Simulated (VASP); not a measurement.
Runs of VASP 6.6.1 on Zr3Ag. The structure is that of space group P4/mmm (No. 123), or close to it. The cells are those of the table. 

```csv
task,cell,gap on the mesh (eV),pressure (GPa)
electric field gradients,"a = 4.473, b = 4.473, c = 3.905 Å, 4 atoms",none,1.8
single point,"a = 4.473, b = 4.473, c = 3.905 Å, 4 atoms",none,1.8
single point,"a = 4.581, b = 4.581, c = 3.999 Å, 4 atoms",none,-5.8
electric field gradients,"a = 4.566, b = 4.566, c = 3.986 Å, 4 atoms",none,(a)
```

Alike in all rows: level LDA; potentials or basis VASP PAW LDA potentials, release 64 (Zr_sv, Ag); no spin polarisation; k mesh 7 × 7 × 8; cutoff (eV) 520; smearing fermi-dirac 0.05 eV.

Estimate the missing entries.

(a) -4.8.

Caveats: the cell stands under tension (at least some runs).

A k mesh can miss the band edges, and the runs leave out spin-orbit coupling on Ag, Zr.

A gap of «none» marks levels without a gap at the run's occupations.
